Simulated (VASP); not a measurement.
# KRh (Pm-3m) in VASP: notebook

The runs below take KRh through single point, with PBE.

All numbers are computed with VASP 6.6.1; they aren't measurements. Logs are shortened: lines on timing, memory, paths and dates and some standing lists are left out, and cuts for length are marked.

### 1 The cell of the first run

The structure is cubic, space group Pm-3m (No. 221). The conventional cell has a = 3.900 Å, b = 3.900 Å, c = 3.900 Å, α = 90.00°, β = 90.00°, γ = 90.00°. Within 4.4 Å of K (site symmetry m-3m) lie 8 Rh at 3.38 Å and 6 K at 3.90 Å. Within 4.4 Å of Rh (site symmetry m-3m) lie 8 K at 3.38 Å and 6 Rh at 3.90 Å.

### 2 Single point, PBE (29.67 Å³/atom)

INCAR

```
SYSTEM = KRh
  ALGO = Normal
  EDIFF = 1E-6
  ENCUT = 520
  GGA = PE
  ISIF = 2
  ISMEAR = -1
  LASPH = .True.
  LCHARG = .False.
  LREAL = .False.
  LWAVE = .False.
  NBANDS = 19
  NELM = 60
  PREC = Accurate
  SIGMA = 0.05
```

KPOINTS

```
k-points
0
Gamma
  7 7 7
  0 0 0
```

POSCAR

```
KRh
1.0
    3.9002691804      0.0000000000      0.0000000000
    0.0000000000      3.9002691804      0.0000000000
    0.0000000000      0.0000000000      3.9002691804
K Rh
1 1
Direct
    0.0000000000      0.0000000000      0.0000000000
    0.5000000000      0.5000000000      0.5000000000
```

Potentials or basis: VASP PAW PBE potentials, release 64 (K_sv, Rh_pv).

Run with:

```sh
> cat potpaw_PBE.64/K_sv/POTCAR potpaw_PBE.64/Rh_pv/POTCAR > POTCAR
> mpirun -np 1 vasp_std > vasp.out
```

OUTCAR:

```text
SYSTEM = KRh
   EDIFF = 1E-6
   ENCUT = 520
   GGA = PE
   ISIF = 2
   ISMEAR = -1
   LASPH = .True.
   LREAL = .False.
   NELM = 60
   PREC = Accurate

 ion  position               nearest neighbor table
   1  0.000  0.000  0.000-   2 3.38   2 3.38   2 3.38   2 3.38   2 3.38   2 3.38   2 3.38   2 3.38

   2  0.500  0.500  0.500-   1 3.38   1 3.38   1 3.38   1 3.38   1 3.38   1 3.38   1 3.38   1 3.38

  LATTYP: Found a simple cubic cell.
 ALAT       =     3.9002691804

  Lattice vectors:

 A1 = (   3.9002691804,   0.0000000000,   0.0000000000)
 A2 = (   0.0000000000,   3.9002691804,   0.0000000000)
 A3 = (   0.0000000000,   0.0000000000,   3.9002691804)

Analysis of symmetry for initial positions (statically):
=====================================================================
 Subroutine PRICEL returns:
 Original cell was already a primitive cell.

 Routine SETGRP: Setting up the symmetry group for a
 simple cubic supercell.

 Subroutine GETGRP returns: Found 48 space group operations
 (whereof 48 operations were pure point group operations)
 out of a pool of 48 trial point group operations.

The static configuration has the point symmetry O_h .

Analysis of symmetry for dynamics (positions and initial velocities):
=====================================================================
 Subroutine PRICEL returns:
 Original cell was already a primitive cell.

 Routine SETGRP: Setting up the symmetry group for a
 simple cubic supercell.

 Subroutine GETGRP returns: Found 48 space group operations
 (whereof 48 operations were pure point group operations)
 out of a pool of 48 trial point group operations.

The dynamic configuration has the point symmetry O_h .

 Subroutine INISYM returns: Found 48 space group operations
 (whereof 48 operations are pure point group operations),
 and found     1 'primitive' translations

----------------------------------------------------------------------------------------

                                     Primitive cell

  volume of cell :      59.3313

  direct lattice vectors                    reciprocal lattice vectors
     3.900269180  0.000000000  0.000000000     0.256392560  0.000000000  0.000000000
     0.000000000  3.900269180  0.000000000     0.000000000  0.256392560  0.000000000
     0.000000000  0.000000000  3.900269180     0.000000000  0.000000000  0.256392560

  length of vectors
     3.900269180  3.900269180  3.900269180     0.256392560  0.256392560  0.256392560

  position of ions in fractional coordinates (direct lattice)
     0.000000000  0.000000000  0.000000000
     0.500000000  0.500000000  0.500000000

  ion indices of the primitive-cell ions
   primitive index   ion index
                 1           1
                 2           2

----------------------------------------------------------------------------------------

 KPOINTS: k-points

Automatic generation of k-mesh.
 Grid dimensions read from file:
 generate k-points for:    7    7    7

 Generating k-lattice:

  Cartesian coordinates                     Fractional coordinates (reciprocal lattice)
     0.036627509  0.000000000  0.000000000     0.142857143  0.000000000  0.000000000
     0.000000000  0.036627509  0.000000000     0.000000000  0.142857143  0.000000000
     0.000000000  0.000000000  0.036627509     0.000000000  0.000000000  0.142857143

  Length of vectors
     0.036627509  0.036627509  0.036627509

  Shift w.r.t. Gamma in fractional coordinates (k-lattice)
     0.000000000  0.000000000  0.000000000

 Subroutine IBZKPT returns following result:
 ===========================================

 Found     20 irreducible k-points:

 Following reciprocal coordinates:
            Coordinates               Weight
  0.000000  0.000000  0.000000      1.000000
  0.142857  0.000000  0.000000      6.000000
  0.285714  0.000000  0.000000      6.000000
  0.428571  0.000000  0.000000      6.000000
  0.142857  0.142857  0.000000     12.000000
  0.285714  0.142857  0.000000     24.000000
[... 12 lines left out ...]
  0.428571  0.428571  0.285714     24.000000
  0.428571  0.428571  0.428571      8.000000
   k-points           NKPTS =     20   k-points in BZ     NKDIM =     20   number of bands    NBANDS=     19
   number of dos      NEDOS =    301   number of ions     NIONS =      2
   total plane-waves  NPLWV =  27000
   dimension x,y,z NGX =    30 NGY =   30 NGZ =   30
   dimension x,y,z NGXF=    60 NGYF=   60 NGZF=   60
   ions per type =               1   1
   NGX,Y,Z   is equivalent  to a cutoff of  12.79, 12.79, 12.79 a.u.
   NGXF,Y,Z  is equivalent  to a cutoff of  25.57, 25.57, 25.57 a.u.
 SYSTEM =  KRh
   PREC   = accura    normal or accurate (medium, high low for compatibility)
   ISTART =      0    job   : 0-new  1-cont  2-samecut
   ICHARG =      2    charge: 1-file 2-atom 10-const
   ISPIN  =      1    spin polarized calculation?
   LNONCOLLINEAR =      F non collinear calculations
   LSORBIT =      F    spin-orbit coupling
   LASPH  =      T    aspherical Exc in radial PAW
   ENCUT  =  520.0 eV  38.22 Ry    6.18 a.u.   7.25  7.25  7.25*2*pi/ulx,y,z
   NELM   =     60;   NELMIN=  2; NELMDL= -5     # of ELM steps
   EDIFF  = 0.1E-05   stopping-criterion for ELM
   LREAL  =      F    real-space projection
[... 7 lines left out ...]
   TEBEG  =    0.0;   TEEND  =   0.0 temperature during run
   PSTRESS=    0.0 pullay stress
   NELECT =      24.0000    total number of electrons
   NUPDOWN=      -1.0000    fix difference up-down
   EMIN   =  10.00;   EMAX   =-10.00  energy-range for DOS
   EFERMI =   0.00;   METHOD = LEGACY
   ISMEAR =    -1;   SIGMA  =   0.05  broadening in eV -4-tet -1-fermi 0-gaus
   EFERMI_NEDOS =   21; number of points for ismear=-14 and -15
   IALGO  =     38    algorithm
   IMIX   =      4    mixing-type and parameters
     AMIX     =   0.40;   BMIX     =  1.00
     AMIX_MAG =   1.60;   BMIX_MAG =  1.00
  volume/ion in A,a.u.               =      29.67       200.19
  Fermi-wavevector in a.u.,A,eV,Ry     =   1.210739  2.287966 19.944642  1.465890
  Thomas-Fermi vector in A             =   2.346277
   LORBIT       =      0    0 simple, 1 ext, 2 COOP (PROOUT), +10 PAW based schemes
   GGA     = PE    functional components
[... 5 lines left out ...]
 non-spin polarized calculation
  energy-cutoff  :      520.00
  volume of cell :       59.33
 maximum number of plane-waves:      1608
 NGX is ok and might be reduce to    30
   NGX = 15   NGY = 15   NGZ = 15

 number of electron      24.0000005 magnetization

 Free energy of the ion-electron system (eV)
  ---------------------------------------------------
  ext. energy  EPLUGINS =         0.00000000
  ---------------------------------------------------
  free energy    TOTEN  =        -5.74056545 eV

  energy without entropy =       -5.69900140  energy(sigma->0) =       -5.71978342

 E-fermi :   1.6668     XC(G=0):  -8.8502

 val. band max:        1.6545112943   @ k =   0.2857   0.0000   0.0000
 cond. band min:       1.6769282349   @ k =   0.4286   0.0000   0.0000
 fundamental gap:      0.0224169406
 Fermi energy:         1.6668104702

 k-point     1 :       0.0000    0.0000    0.0000
  band No.  band energies     occupation
      1     -42.7489      2.00000
      2     -42.7489      2.00000
      3     -42.7489      2.00000
      4     -27.9115      2.00000
      5     -11.3423      2.00000
      6     -11.3423      2.00000
[... 11 lines left out ...]
     18       9.4638      0.00000
     19      11.1026      0.00000

 k-point     2 :       0.1429    0.0000    0.0000
  band No.  band energies     occupation
      1     -42.7498      2.00000
      2     -42.7488      2.00000
      3     -42.7488      2.00000
      4     -27.9083      2.00000
      5     -11.3937      2.00000
      6     -11.3389      2.00000
[... 11 lines left out ...]
     18       9.4629      0.00000
     19      11.0566      0.00000

 k-point     3 :       0.2857    0.0000    0.0000
  band No.  band energies     occupation
      1     -42.7517      2.00000
      2     -42.7487      2.00000
      3     -42.7487      2.00000
      4     -27.9010      2.00000
      5     -11.5064      2.00000
      6     -11.3313      2.00000
[... 11 lines left out ...]
     18      10.1896      0.00000
     19      10.9536      0.00000

 k-point     4 :       0.4286    0.0000    0.0000
  band No.  band energies     occupation
      1     -42.7533      2.00000
      2     -42.7486      2.00000
      3     -42.7486      2.00000
      4     -27.8951      2.00000
      5     -11.5941      2.00000
      6     -11.3252      2.00000
[... 11 lines left out ...]
     18      10.8715      0.00000
     19      11.4025      0.00000

 k-point     5 :       0.1429    0.1429    0.0000
  band No.  band energies     occupation
      1     -42.7497      2.00000
      2     -42.7497      2.00000
      3     -42.7488      2.00000
      4     -27.9051      2.00000
      5     -11.3953      2.00000
      6     -11.3825      2.00000
[... 11 lines left out ...]
     18      10.0991      0.00000
     19      10.8145      0.00000
[... 246 lines left out ...]
      2     -42.7513      2.00000
      3     -42.7513      2.00000
      4     -27.8818      2.00000
      5     -11.4691      2.00000
      6     -11.4571      2.00000
[... 11 lines left out ...]
     18       9.0188      0.00000
     19      11.4281      0.00000

 k-point    18 :       0.4286    0.2857    0.2857
  band No.  band energies     occupation
      1     -42.7529      2.00000
      2     -42.7512      2.00000
      3     -42.7512      2.00000
      4     -27.8765      2.00000
      5     -11.5388      2.00000
      6     -11.4510      2.00000
[... 11 lines left out ...]
     18       9.4181      0.00000
     19      10.6983      0.00000

 k-point    19 :       0.4286    0.4286    0.2857
  band No.  band energies     occupation
      1     -42.7527      2.00000
      2     -42.7527      2.00000
      3     -42.7511      2.00000
      4     -27.8712      2.00000
      5     -11.5271      2.00000
      6     -11.5256      2.00000
[... 11 lines left out ...]
     18       9.9390      0.00000
     19      10.0512      0.00000

 k-point    20 :       0.4286    0.4286    0.4286
  band No.  band energies     occupation
      1     -42.7526      2.00000
      2     -42.7526      2.00000
      3     -42.7526      2.00000
      4     -27.8660      2.00000
      5     -11.5177      2.00000
      6     -11.5171      2.00000
[... 11 lines left out ...]
     18       9.9949      0.00000
     19       9.9949      0.00000

------------------------ aborting loop because EDIFF is reached ----------------------------------------

  FORCE on cell =-STRESS in cart. coord.  units (eV):
  Direction    XX          YY          ZZ          XY          YZ          ZX
  --------------------------------------------------------------------------------------
  -------------------------------------------------------------------------------------
  Total       -1.1680408     -1.1680408     -1.1680408     -0.0000000     -0.0000000     -0.0000000
  in kB      -31.5416820    -31.5416820    -31.5416820     -0.0000000     -0.0000000     -0.0000000
  external PRESSURE =     -31.5416820 kB  Pullay stress =       0.0000000 kB

 VOLUME and BASIS-vectors are now :
 -----------------------------------------------------------------------------
  energy-cutoff  :      520.00
  volume of cell :       59.33
      direct lattice vectors                 reciprocal lattice vectors
     3.900269180  0.000000000  0.000000000     0.256392560  0.000000000  0.000000000
     0.000000000  3.900269180  0.000000000     0.000000000  0.256392560  0.000000000
     0.000000000  0.000000000  3.900269180     0.000000000  0.000000000  0.256392560

 POSITION                                       TOTAL-FORCE (eV/Angst)
 -----------------------------------------------------------------------------------
      0.00000      0.00000      0.00000         0.000000      0.000000      0.000000
      1.95013      1.95013      1.95013         0.000000      0.000000      0.000000
 -----------------------------------------------------------------------------------
    total drift:                                0.000000      0.000000      0.000000

  FREE ENERGIE OF THE ION-ELECTRON SYSTEM (eV)
  ---------------------------------------------------
  free  energy   TOTEN  =        -5.7405654493 eV

  energy  without entropy=       -5.6990013987  energy(sigma->0) =       -5.71978342
```

Wall time 26 s (1 thread of Intel Xeon 8259CL, shared host); peak memory 0.18 GiB.

Results:

- Free energy: -5.7406 eV
- Pressure: -3.2 GPa
- Band gap on the k mesh: zero (bands 12 and 13 overlap by 0.27 eV)

Levels at points of the mesh, in eV from the Fermi level:
```
           k point  band 10  band 11  band 12  band 13  band 14  band 15
(0.00, 0.00, 0.00)    -1.01    -0.05    -0.05    -0.05     5.89     5.89
```

Caveat: the cell stands under tension.

### 3 Single point, PBE

This run uses another cell than the first one, of 30.27 Å³/atom.

INCAR

```
SYSTEM = KRh
  ALGO = Normal
  EDIFF = 1E-7
  ENCUT = 520
  GGA = PE
  ISIF = 2
  ISMEAR = -1
  LASPH = .TRUE.
  LCHARG = .FALSE.
  LREAL = .FALSE.
  LWAVE = .FALSE.
  NBANDS = 19
  NELM = 60
  PREC = Accurate
  SIGMA = 0.05
```

KPOINTS

```
k-points
0
G
  7 7 7
  0 0 0
```

POSCAR

```
KRh
1.0
    3.9266231500      0.0000000000      0.0000000000
    0.0000000000      3.9266231500      0.0000000000
    0.0000000000      0.0000000000      3.9266231500
K Rh
1 1
Direct
    0.0000000000      0.0000000000      0.0000000000
    0.5000000000      0.5000000000      0.5000000000
```

Potentials or basis: VASP PAW PBE potentials, release 64 (K_sv, Rh_pv).

Run with:

```sh
> cat potpaw_PBE.64/K_sv/POTCAR potpaw_PBE.64/Rh_pv/POTCAR > POTCAR
> mpirun -np 1 vasp_std > vasp.out
```

Wall time 30 s (1 thread of Intel Xeon 8259CL, shared host); peak memory 0.17 GiB.

Results (log left out):

- Free energy: -5.7163 eV
- Pressure: -3.3 GPa
- Band gap on the k mesh: zero (bands 12 and 13 overlap by 0.26 eV)

Levels at points of the mesh, in eV from the Fermi level:
```tsv
k point	band 9	band 10	band 11	band 12	band 13	band 14	band 15	band 16
(0.00, 0.00, 0.00)	-0.97	-0.97	-0.05	-0.05	-0.05	5.85	5.85	7.68
```

Caveat: the cell stands under tension.

### 4 Single point, PBE (30.27 Å³/atom)

This run uses another cell than the first one, of 30.27 Å³/atom.

INCAR

```
PREC     = Accurate       # precision mode
ENCUT    = 520            # plane-wave cutoff, eV
EDIFF    = 1E-7           # SCF threshold, eV
ISMEAR   = -1             # smearing method
SIGMA    = 0.05           # smearing width, eV
LREAL    = F              # projectors in reciprocal space
LASPH    = T              # aspherical terms in the spheres
NELM     = 100            # most SCF steps
ALGO     = Fast           # electronic algorithm
ISIF     = 2              # what is computed and relaxed
LWAVE    = F              # write WAVECAR
LCHARG   = F              # write CHGCAR
GGA      = PE             # functional
NBANDS   = 19             # bands
```

KPOINTS

```
regular mesh
0
Gamma
  7 7 7
```

POSCAR is that of step 3.

Run with:

```sh
> cat potpaw_PBE.64/K_sv/POTCAR potpaw_PBE.64/Rh_pv/POTCAR > POTCAR
> mpirun -np 1 vasp_std > vasp.out
```

Wall time 40 s (1 thread of Intel Xeon 8259CL, shared host); peak memory 0.17 GiB.

Results (log left out):

- Free energy: -5.7163 eV
- Pressure: -3.3 GPa
- Band gap on the k mesh: zero (bands 12 and 13 overlap by 0.26 eV)

Levels at points of the mesh, in eV from the Fermi level:
```
           k point  band 10  band 11  band 12  band 13  band 14  band 15
(0.00, 0.00, 0.00)    -0.97    -0.05    -0.05    -0.05     5.85     5.85
```

Caveat: the cell stands under tension.

### 5 Single point, PBE (30.88 Å³/atom)

This run uses another cell than the first one, of 30.88 Å³/atom.

INCAR

```
SYSTEM = KRh
  ALGO = Fast
  EDIFF = 1E-7
  ENCUT = 520
  GGA = PE
  ISIF = 2
  ISMEAR = -1
  LASPH = .TRUE.
  LCHARG = .FALSE.
  LREAL = .FALSE.
  LWAVE = .FALSE.
  NBANDS = 19
  NELM = 80
  PREC = Accurate
  SIGMA = 0.05
```

KPOINTS

```
k-points
0
G
  7 7 7
  0 0 0
```

POSCAR

```
KRh
1.0
    3.9526280347      0.0000000000      0.0000000000
    0.0000000000      3.9526280347      0.0000000000
    0.0000000000      0.0000000000      3.9526280347
K Rh
1 1
Direct
    0.0000000000      0.0000000000      0.0000000000
    0.5000000000      0.5000000000      0.5000000000
```

Run with:

```sh
> cat potpaw_PBE.64/K_sv/POTCAR potpaw_PBE.64/Rh_pv/POTCAR > POTCAR
> mpirun -np 1 vasp_std > vasp.out
```

It took 37 s on 1 thread of Intel Xeon 8259CL, shared host; peak memory 0.17 GiB.

The run converged. Its results:

```yaml
Free_energy: -5.6908 eV
Pressure: -3.5 GPa
Band_gap_on_the_k_mesh: zero (bands 12 and 13 overlap by 0.26 eV)
```

Levels at points of the mesh, in eV from the Fermi level:
```
           k point  band 9  band 10  band 11  band 12  band 13  band 14  band 15  band 16
(0.00, 0.00, 0.00)   -0.94    -0.94    -0.05    -0.05    -0.05     5.81     5.81     7.57
```

Caveat: the cell stands under tension.

### 6 Single point, PBE (31.48 Å³/atom)

This run uses another cell than the first one, of 31.48 Å³/atom.

INCAR

```
SYSTEM = KRh
PREC = Accurate ; ENCUT = 520
EDIFF = 1E-7 ; ISMEAR = -1
SIGMA = 0.05 ; LREAL = .FALSE.
LASPH = .TRUE. ; NELM = 60
ALGO = Fast ; ISIF = 2
LWAVE = .FALSE. ; LCHARG = .FALSE.
GGA = PE ; NBANDS = 19
```

KPOINTS

```
Automatic mesh
0
G
  7 7 7
  0 0 0
```

POSCAR

```
KRh
1.0
    3.9782951697      0.0000000000      0.0000000000
    0.0000000000      3.9782951697      0.0000000000
    0.0000000000      0.0000000000      3.9782951697
K Rh
1 1
Direct
    0.0000000000      0.0000000000      0.0000000000
    0.5000000000      0.5000000000      0.5000000000
```

Potentials or basis: VASP PAW PBE potentials, release 64 (K_sv, Rh_pv).

Run with:

```sh
> cat potpaw_PBE.64/K_sv/POTCAR potpaw_PBE.64/Rh_pv/POTCAR > POTCAR
> mpirun -np 1 vasp_std > vasp.out
```

Run time: 36 s. Hardware: 1 thread of Intel Xeon 8259CL, shared host; peak memory 0.17 GiB.

Results (log left out):

```
Free energy            : -5.6642 eV
Pressure               : -3.6 GPa
Band gap on the k mesh : zero (bands 12 and 13 overlap by 0.25 eV)
```

Levels at points of the mesh, in eV from the Fermi level:
| k point | band 8 | band 9 | band 10 | band 11 | band 12 | band 13 | band 14 | band 15 | band 16 | band 17 |
| --- | --- | --- | --- | --- | --- | --- | --- | --- | --- | --- |
| (0.00, 0.00, 0.00) | -2.49 | -0.91 | -0.91 | -0.05 | -0.05 | -0.05 | 5.78 | 5.78 | 7.47 | 7.47 |

Caveat: the cell stands under tension.

### 7 Summary

| cell | gap on the mesh (eV) | pressure (GPa) |
| --- | --- | --- |
| a = 3.900 Å, 2 atoms | none | -3.2 |
| a = 3.927 Å, 2 atoms | none | -3.3 |
| a = 3.953 Å, 2 atoms | none | -3.5 |
| a = 3.978 Å, 2 atoms | none | -3.6 |

Alike in all rows: task single point; level PBE; potentials or basis VASP PAW PBE potentials, release 64 (K_sv, Rh_pv); no spin polarisation; k mesh 7 × 7 × 7; cutoff (eV) 520; smearing fermi-dirac 0.05 eV.

Caveats: the cell stands under tension.

Total energies depend on the potentials used, so only differences within one code and one set of settings carry meaning.
